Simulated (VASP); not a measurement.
Input of a VASP 6.6.1 run:

File INCAR:

```
SYSTEM = Al
PREC = Accurate ; ENCUT = 520
EDIFF = 1E-7 ; ISMEAR = 0
SIGMA = 0.05 ; LREAL = .FALSE.
LASPH = .TRUE. ; NELM = 100
ALGO = Normal ; ISIF = 2
LWAVE = .FALSE. ; LCHARG = .FALSE.
GGA = CA ; NBANDS = 10
```

The input KPOINTS:

```
Automatic mesh
0
G
  12 12 6
  0 0 0
```

The input POSCAR:

```
Al
1.0
    2.8676151805      0.0000000000      0.0000000000
   -1.4338081000      2.4834281278      0.0000000000
    0.0000000000      0.0000000000      4.9623026648
Al
2
Direct
    0.6666666667      0.3333333333      0.7500000000
    0.3333333333      0.6666666667      0.2500000000
```

Potentials or basis: VASP PAW LDA potentials, release 64 (Al).

Run with:

```sh
$ cat potpaw_LDA.64/Al/POTCAR > POTCAR
$ mpirun -np 1 vasp_std > vasp.out
```

Question: Predict the band gap on the k mesh.

Answer: Zero (band 3 reaches 10.67 eV, above the bottom of band 4 at 4.06 eV).

Question: Estimate the pressure.

Answer: -6.5 GPa.

Stress tensor (GPa, compression positive):
```
-5.96  0.00  0.00
 0.00 -5.96  0.00
 0.00  0.00 -7.71
```
